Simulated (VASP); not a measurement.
A run of VASP 6.6.1 is set up as follows.

Contents of INCAR:

```
PREC     = Accurate       # precision mode
ENCUT    = 520            # plane-wave cutoff, eV
EDIFF    = 1E-6           # SCF threshold, eV
ISMEAR   = 0              # smearing method
SIGMA    = 0.15           # smearing width, eV
LREAL    = False          # projectors in reciprocal space
LASPH    = True           # aspherical terms in the spheres
NELM     = 60             # most SCF steps
ALGO     = Normal         # electronic algorithm
ISIF     = 2              # what is computed and relaxed
LWAVE    = False          # write WAVECAR
LCHARG   = True           # write CHGCAR
GGA      = PE             # functional
LELF     = True           # ELF
LVHAR    = True         
NBANDS   = 11             # bands
```

Contents of KPOINTS:

```
Automatic mesh
0
Gamma
  14 14 14
```

Contents of POSCAR:

```
Ca
1.0
    0.0000000000      2.7942000000      2.8361130000
    2.7942000000      0.0000000000      2.8361130000
    2.7942000000      2.7942000000      0.0000000000
Ca
1
Direct
    0.0000000000      0.0000000000      0.0000000000
```

Potentials or basis: VASP PAW PBE potentials, release 64 (Ca_sv).

Launch:

```console
$ cat potpaw_PBE.64/Ca_sv/POTCAR > POTCAR
$ mpirun -np 1 vasp_std > vasp.out
```

Task: Estimate the pressure.

Result: -0.8 GPa.

Task: Estimate the band gap on the k mesh.

Result: Zero (band 5 reaches 1.96 eV, above the bottom of band 6 at 1.58 eV).

Stress tensor (GPa, compression positive):
```
-0.74  0.00  0.00
 0.00 -0.74  0.00
 0.00  0.00 -0.86
```

Caveat: the cell differs from its parent crystal (strain +0.000 along x and y, +0.015 along z).
